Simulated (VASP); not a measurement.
# Si in VASP: further runs

Aim: see how the results for Si move with the level of theory and the settings. Levels: PBEsol, revPBE+D3(BJ). Tasks: single point, relaxation of cell and atoms.

Program: VASP 6.6.1. These are calculated values, not measurements. Logs are shortened: lines on timing, memory, paths and dates and some standing lists are left out, and cuts for length are marked.

**1. The cell of the first run**

The typed cell holds 2 atoms: a = 3.638 Å, b = 3.638 Å, c = 3.638 Å, α = 97.35°, β = 97.35°, γ = 138.13°.

**2. Single point, PBEsol**

INCAR

```
PREC = Accurate ; ENCUT = 520
EDIFF = 1E-7 ; ISMEAR = -1
SIGMA = 0.1 ; LREAL = False
LASPH = True ; NELM = 80
ALGO = Normal ; ISIF = 2
LWAVE = False ; LCHARG = True
GGA = PS ; LELF = True
LVHAR = True ; NBANDS = 11
ISYM = 0
```

KPOINTS

```
Automatic mesh
0
Gamma
  11 11 8
```

POSCAR

```
Si
1.0
   -2.4026887756      2.4020318275      1.2996326529
    2.4020318275     -2.4026887756      1.2996326529
    2.4020166601      2.4020166601     -1.3008046248
Si
2
Direct
    0.2500313855      0.7499686145      0.5000000000
    0.4999686145      0.5000313855      0.0000000000
```

Potentials or basis: VASP PAW PBE potentials, release 64 (Si).

On the command line:

```sh
> cat potpaw_PBE.64/Si/POTCAR > POTCAR
> mpirun -np 1 vasp_std > vasp.out
```

OUTCAR:

```text
PREC = Accurate
   ENCUT = 520
   EDIFF = 1E-7
   ISMEAR = -1
   LREAL = False
   LASPH = True
   NELM = 80
   ISIF = 2
   GGA = PS
   ISYM = 0

 ion  position               nearest neighbor table
   1  0.250  0.750  0.500-   2 2.49   2 2.49   2 2.49   2 2.49   2 3.09   2 3.09   2 3.09   2 3.09

   2  0.500  0.500  0.000-   1 2.49   1 2.49   1 2.49   1 2.49   1 3.09   1 3.09   1 3.09   1 3.09

IMPORTANT INFORMATION: All symmetrisations will be switched off!
NOSYMM: (Re-)initialisation of all symmetry stuff for point group C_1.

----------------------------------------------------------------------------------------

                                     Primitive cell

  volume of cell :      29.9941

  direct lattice vectors                    reciprocal lattice vectors
    -2.402688776  2.402031828  1.299632653     0.000123004  0.208251651  0.384776763
     2.402031828 -2.402688776  1.299632653     0.208251651  0.000123004  0.384776763
     2.402016660  2.402016660 -1.300804625     0.208186918  0.208186918  0.000105236

  length of vectors
     3.637542479  3.637542479  3.637507490     0.437517912  0.437517912  0.294420782

  position of ions in fractional coordinates (direct lattice)
     0.250031386  0.749968614  0.500000000
     0.499968614  0.500031386  0.000000000

  ion indices of the primitive-cell ions
   primitive index   ion index
                 1           1
                 2           2

----------------------------------------------------------------------------------------

 KPOINTS: Automatic mesh

Automatic generation of k-mesh.
 Grid dimensions read from file:
 generate k-points for:   11   11    8

 Generating k-lattice:

  Cartesian coordinates                     Fractional coordinates (reciprocal lattice)
     0.000011182  0.018931968  0.034979706     0.090909091 -0.000000000  0.000000000
     0.018931968  0.000011182  0.034979706    -0.000000000  0.090909091  0.000000000
     0.026023365  0.026023365  0.000013154     0.000000000  0.000000000  0.125000000

  Length of vectors
     0.039774356  0.039774356  0.036802598

  Shift w.r.t. Gamma in fractional coordinates (k-lattice)
     0.000000000  0.000000000  0.000000000

 Subroutine IBZKPT returns following result:
 ===========================================

 Found    485 irreducible k-points:

 Following reciprocal coordinates:
            Coordinates               Weight
  0.000000  0.000000  0.000000      1.000000
  0.090909 -0.000000  0.000000      2.000000
  0.000000 -0.090909  0.000000      2.000000
  0.181818 -0.000000 -0.000000      2.000000
  0.000000 -0.181818  0.000000      2.000000
  0.272727 -0.000000  0.000000      2.000000
[... 16 lines left out ...]
 -0.363636  0.090909  0.000000      2.000000
 -0.090909  0.363636  0.000000      2.000000
 [... further k-points ...]
   k-points           NKPTS =    485   k-points in BZ     NKDIM =    485   number of bands    NBANDS=     11
   number of dos      NEDOS =    301   number of ions     NIONS =      2
   total plane-waves  NPLWV =  21952
   dimension x,y,z NGX =    28 NGY =   28 NGZ =   28
   dimension x,y,z NGXF=    56 NGYF=   56 NGZF=   56
   ions per type =               2
   NGX,Y,Z   is equivalent  to a cutoff of  12.80, 12.80, 12.80 a.u.
   NGXF,Y,Z  is equivalent  to a cutoff of  25.59, 25.59, 25.59 a.u.
 SYSTEM =  unknown system
   PREC   = accura    normal or accurate (medium, high low for compatibility)
   ISTART =      0    job   : 0-new  1-cont  2-samecut
   ICHARG =      2    charge: 1-file 2-atom 10-const
   ISPIN  =      1    spin polarized calculation?
   LNONCOLLINEAR =      F non collinear calculations
   LSORBIT =      F    spin-orbit coupling
   LASPH  =      T    aspherical Exc in radial PAW
   ENCUT  =  520.0 eV  38.22 Ry    6.18 a.u.   6.76  6.76  6.76*2*pi/ulx,y,z
   NELM   =     80;   NELMIN=  2; NELMDL= -5     # of ELM steps
   EDIFF  = 0.1E-06   stopping-criterion for ELM
   LREAL  =      F    real-space projection
   EDIFFG = 0.1E-05   stopping-criterion for IOM
   NSW    =      0    number of steps for IOM
   IBRION =     -1    ionic relax: 0-MD 1-quasi-New 2-CG
   NFREE  =      0    steps in history (QN), initial steepest desc. (CG)
   ISIF   =      2    stress and relaxation
   ISYM   =      0    0-nonsym 1-usesym 2-fastsym
   POTIM  = 0.5000    time-step for ionic-motion
   TEBEG  =    0.0;   TEEND  =   0.0 temperature during run
   PSTRESS=    0.0 pullay stress
   NELECT =       8.0000    total number of electrons
   NUPDOWN=      -1.0000    fix difference up-down
   EMIN   =  10.00;   EMAX   =-10.00  energy-range for DOS
   EFERMI =   0.00;   METHOD = LEGACY
   ISMEAR =    -1;   SIGMA  =   0.10  broadening in eV -4-tet -1-fermi 0-gaus
   EFERMI_NEDOS =   21; number of points for ismear=-14 and -15
   IALGO  =     38    algorithm
   IMIX   =      4    mixing-type and parameters
     AMIX     =   0.40;   BMIX     =  1.00
     AMIX_MAG =   1.60;   BMIX_MAG =  1.00
  volume/ion in A,a.u.               =      15.00       101.20
  Fermi-wavevector in a.u.,A,eV,Ry     =   1.053804  1.991400 15.109300  1.110502
  Thomas-Fermi vector in A             =   2.188939
   LORBIT       =      0    0 simple, 1 ext, 2 COOP (PROOUT), +10 PAW based schemes
   GGA     = PS    functional components
   LHFCALC =     F    Hartree Fock is set to
   AEXX    =    0.0000 exact exchange contribution
   IVDW    =     0    specifies the selected vdW correction
   LEPSILON=     F    determine dielectric tensor
   LRPA    =     F    only Hartree local field effects (RPA)
 non-spin polarized calculation
  energy-cutoff  :      520.00
  volume of cell :       29.99
 maximum number of plane-waves:       818
   NGX = 13   NGY = 13   NGZ = 13

 number of electron       7.9999999 magnetization

 Free energy of the ion-electron system (eV)
  ---------------------------------------------------
  ext. energy  EPLUGINS =         0.00000000
  ---------------------------------------------------
  free energy    TOTEN  =       -11.12807328 eV

  energy without entropy =      -11.10111849  energy(sigma->0) =      -11.11459589

 E-fermi :   9.3327     XC(G=0): -11.0373

 val. band max:        9.3308691234   @ k =   0.0000   0.0000   0.2500
 cond. band min:       9.3360948493   @ k =  -0.4545   0.1818   0.1250
 fundamental gap:      0.0052257259
 Fermi energy:         9.3327130293

 k-point     1 :       0.0000    0.0000    0.0000
  band No.  band energies     occupation
      1      -4.5790      2.00000
      2       6.6737      2.00000
      3       6.6797      2.00000
      4       7.0417      2.00000
      5      10.6907      0.00000
      6      17.0261      0.00000
      7      18.1347      0.00000
      8      18.1362      0.00000
      9      19.1552      0.00000
     10      19.4333      0.00000
     11      20.1720      0.00000

 k-point     2 :       0.0909   -0.0000    0.0000
  band No.  band energies     occupation
      1      -4.3508      2.00000
      2       5.9870      2.00000
      3       6.5941      2.00000
      4       8.1225      1.99999
      5      11.1949      0.00000
      6      15.8031      0.00000
      7      16.5300      0.00000
      8      17.8510      0.00000
      9      17.9348      0.00000
     10      19.1427      0.00000
     11      21.0002      0.00000

 k-point     3 :       0.0000   -0.0909    0.0000
  band No.  band energies     occupation
      1      -4.3508      2.00000
      2       5.9870      2.00000
      3       6.5941      2.00000
      4       8.1225      1.99999
      5      11.1949      0.00000
      6      15.8031      0.00000
      7      16.5300      0.00000
      8      17.8510      0.00000
      9      17.9348      0.00000
     10      19.1427      0.00000
     11      21.0002      0.00000

 k-point     4 :       0.1818   -0.0000   -0.0000
  band No.  band energies     occupation
      1      -3.6682      2.00000
      2       5.5539      2.00000
      3       6.5130      2.00000
      4       9.6212      0.10586
      5      12.4998      0.00000
      6      13.2377      0.00000
      7      13.9208      0.00000
      8      16.2044      0.00000
      9      16.4657      0.00000
     10      17.9217      0.00000
     11      20.1160      0.00000

 k-point     5 :       0.0000   -0.1818    0.0000
  band No.  band energies     occupation
      1      -3.6682      2.00000
      2       5.5539      2.00000
      3       6.5130      2.00000
      4       9.6212      0.10586
      5      12.4998      0.00000
      6      13.2377      0.00000
      7      13.9208      0.00000
      8      16.2044      0.00000
      9      16.4657      0.00000
     10      17.9217      0.00000
     11      20.1160      0.00000

 k-point     6 :       0.2727   -0.0000    0.0000
  band No.  band energies     occupation
      1      -2.5370      2.00000
      2       5.5298      2.00000
      3       6.6450      2.00000
      4       9.2395      1.43509
      5      11.5796      0.00000
      6      12.4700      0.00000
      7      13.4810      0.00000
      8      14.9857      0.00000
      9      15.2030      0.00000
     10      16.6727      0.00000
     11      20.7668      0.00000

 k-point     7 :       0.0000   -0.2727    0.0000
  band No.  band energies     occupation
      1      -2.5370      2.00000
      2       5.5298      2.00000
      3       6.6450      2.00000
      4       9.2395      1.43509
      5      11.5796      0.00000
      6      12.4700      0.00000
      7      13.4810      0.00000
      8      14.9857      0.00000
      9      15.2030      0.00000
     10      16.6727      0.00000
     11      20.7668      0.00000

 k-point     8 :       0.3636   -0.0000    0.0000
  band No.  band energies     occupation
      1      -0.9691      2.00000
      2       5.7199      2.00000
      3       6.5325      2.00000
      4       7.0508      2.00000
      5       9.7659      0.02595
      6      11.8830      0.00000
      7      14.1586      0.00000
      8      14.2842      0.00000
      9      16.0706      0.00000
     10      17.2984      0.00000
     11      21.9737      0.00000
[... 141 lines left out ...]
 k-point    19 :       0.4545    0.0909   -0.0000
  band No.  band energies     occupation
      1       1.5577      2.00000
      2       3.0264      2.00000
      3       5.8021      2.00000
      4       7.5005      2.00000
      5       8.7063      1.99620
      6      11.2255      0.00000
      7      12.8631      0.00000
      8      15.8591      0.00000
      9      18.0718      0.00000
     10      20.1822      0.00000
     11      21.2992      0.00000

 k-point    20 :      -0.0909   -0.4545    0.0000
  band No.  band energies     occupation
      1       1.5577      2.00000
      2       3.0264      2.00000
      3       5.8021      2.00000
      4       7.5005      2.00000
      5       8.7063      1.99620
      6      11.2255      0.00000
      7      12.8631      0.00000
      8      15.8591      0.00000
      9      18.0718      0.00000
     10      20.1822      0.00000
     11      21.2992      0.00000

 k-point    21 :      -0.4545    0.0909    0.0000
  band No.  band energies     occupation
      1      -0.4691      2.00000
      2       4.7039      2.00000
      3       5.8078      2.00000
      4       7.1531      2.00000
      5       9.7433      0.03241
      6      12.4178      0.00000
      7      13.2477      0.00000
      8      15.3351      0.00000
      9      17.1382      0.00000
     10      19.1471      0.00000
     11      21.2381      0.00000

 k-point    22 :      -0.0909    0.4545    0.0000
  band No.  band energies     occupation
      1      -0.4691      2.00000
      2       4.7039      2.00000
      3       5.8078      2.00000
      4       7.1531      2.00000
      5       9.7433      0.03241
      6      12.4178      0.00000
      7      13.2477      0.00000
      8      15.3351      0.00000
      9      17.1382      0.00000
     10      19.1471      0.00000
     11      21.2381      0.00000

 k-point    23 :      -0.3636    0.0909    0.0000
  band No.  band energies     occupation
      1      -2.1315      2.00000
      2       4.2643      2.00000
      3       6.6447      2.00000
      4       8.7363      1.99487
      5      11.3938      0.00000
      6      13.0990      0.00000
      7      13.5708      0.00000
      8      14.7958      0.00000
      9      16.6162      0.00000
     10      17.7729      0.00000
     11      20.1821      0.00000

 k-point    24 :      -0.0909    0.3636    0.0000
  band No.  band energies     occupation
      1      -2.1315      2.00000
      2       4.2643      2.00000
      3       6.6447      2.00000
      4       8.7363      1.99487
      5      11.3938      0.00000
      6      13.0990      0.00000
      7      13.5708      0.00000
      8      14.7958      0.00000
      9      16.6162      0.00000
     10      17.7729      0.00000
     11      20.1821      0.00000

 [... further k-points ...]

------------------------ aborting loop because EDIFF is reached ----------------------------------------

  FORCE on cell =-STRESS in cart. coord.  units (eV):
  Direction    XX          YY          ZZ          XY          YZ          ZX
  --------------------------------------------------------------------------------------
  -------------------------------------------------------------------------------------
  Total        0.0376986      0.0376983      0.0298678      0.0008157     -0.0004914     -0.0004912
  in kB        2.0137252      2.0137120      1.5954303      0.0435715     -0.0262508     -0.0262361
  external PRESSURE =       1.8742892 kB  Pullay stress =       0.0000000 kB

 VOLUME and BASIS-vectors are now :
 -----------------------------------------------------------------------------
  energy-cutoff  :      520.00
  volume of cell :       29.99
      direct lattice vectors                 reciprocal lattice vectors
    -2.402688776  2.402031828  1.299632653     0.000123004  0.208251651  0.384776763
     2.402031828 -2.402688776  1.299632653     0.208251651  0.000123004  0.384776763
     2.402016660  2.402016660 -1.300804625     0.208186918  0.208186918  0.000105236

 POSITION                                       TOTAL-FORCE (eV/Angst)
 -----------------------------------------------------------------------------------
      2.40171     -0.00035      0.64923        -0.000393      0.000392     -0.000000
     -0.00018     -0.00048      1.29963         0.000393     -0.000392      0.000000
 -----------------------------------------------------------------------------------
    total drift:                               -0.000000      0.000000      0.000000

  FREE ENERGIE OF THE ION-ELECTRON SYSTEM (eV)
  ---------------------------------------------------
  free  energy   TOTEN  =       -11.1280732843 eV

  energy  without entropy=      -11.1011184868  energy(sigma->0) =      -11.11459589
```

Run time: 95 s. Hardware: 1 thread of Intel Xeon Platinum 8375C at 2.90GHz (Ice Lake), shared host; peak memory 0.24 GiB.

What came out:

```yaml
Free_energy: -11.1281 eV
Pressure: 0.2 GPa
Band_gap_on_the_k_mesh: zero (bands 4 and 5 overlap by 5.44 eV)
```

Caveat: the PAW data sets were made with another functional, which shifts forces and pressure a little.

**3. Relaxation of cell and atoms, revPBE+D3(BJ)**

This run uses another cell than the first one, of 14.95 Å³/atom.

INCAR

```
SYSTEM = Si
ALGO = Normal
EDIFF = 1E-6
EDIFFG = -0.05
ENCUT = 600
GGA = RE
IBRION = 2
ISIF = 3
ISMEAR = -1
ISYM = 0
IVDW = 12
LASPH = .TRUE.
LCHARG = .FALSE.
LREAL = .FALSE.
LWAVE = .FALSE.
NELM = 100
NSW = 80
PREC = Accurate
SIGMA = 0.1
```

KPOINTS

```
k-points
0
G
  11 11 8
  0 0 0
```

POSCAR

```
Si
1.0
   -2.3713700000      2.3713700000      1.3292700000
    2.3713700000     -2.3713700000      1.3292700000
    2.3713700000      2.3713700000     -1.3292700000
Si
2
Direct
    0.2500000000      0.7500000000      0.5000000000
    0.5000000000      0.5000000000      0.0000000000
```

Potentials or basis: VASP PAW PBE potentials, release 64 (Si).

On the command line:

```sh
> cat potpaw_PBE.64/Si/POTCAR > POTCAR
> mpirun -np 1 vasp_std > vasp.out
```

It took 5.5 min on 1 thread of Intel Xeon Platinum 8375C at 2.90GHz (Ice Lake), shared host; peak memory 0.27 GiB.

It converged, with:

* Free energy: -11.4501 eV
* Relaxed volume: 14.29 Å³/atom
* Relaxed cell: a = 3.589 Å, b = 3.589 Å, c = 3.575 Å, α = 97.27°, β = 97.27°, γ = 138.38°
* Space group after relaxing (to 0.1 Å): I4_1/amd (No. 141)
* Energy gained by relaxing: 12.8 meV/atom
* Ionic steps: 5
* Pressure after relaxing: 0.3 GPa
* Largest force after relaxing: 0.010 eV/Å
* Band gap on the k mesh: zero (bands 4 and 5 overlap by 5.65 eV)
* Dispersion energy per atom: -0.853 eV

Forces in eV/Å, atoms in the order of the input:
```
Si   0.007 -0.007  0.000
Si  -0.007  0.007  0.000
```

Stress tensor (GPa, compression positive):
```
 0.32  0.37 -0.06
 0.37  0.32 -0.06
-0.06 -0.06  0.26
```

Step by step:
```
step  energy change (eV)  largest force (eV/Å)  pressure (GPa)  volume (Å³)
   1              0.0000                0.0120           -4.53        29.90
   2             -0.0157                0.0017            2.84        28.11
   3             -0.0197                0.0029            0.38        28.64
   4             -0.0233                0.0031            0.30        28.62
   5             -0.0255                0.0099            0.30        28.58
```

Final structure:
```
Si
1.0
    -2.37205    2.37256    1.27514
     2.37256   -2.37205    1.27514
     2.36172    2.36172   -1.27425
Si
2
Direct
  0.25013 0.74987 0.50000
  0.49987 0.50013 0.00000
```

Levels at points of the mesh, in eV from the Fermi level:
| k point | band 1 | band 2 | band 3 | band 4 | band 5 | band 6 | band 7 | band 8 |
| --- | --- | --- | --- | --- | --- | --- | --- | --- |
| (0.00, 0.00, 0.00) | -14.35 | -2.86 | -2.76 | -2.18 | 1.15 | 7.74 | 9.21 | 9.23 |
| (0.00, 0.00, 0.50) | -11.16 | -11.16 | 0.06 | 0.06 | 2.31 | 2.31 | 9.40 | 9.40 |

Caveat: the PAW data sets were made with another functional, which shifts forces and pressure a little.
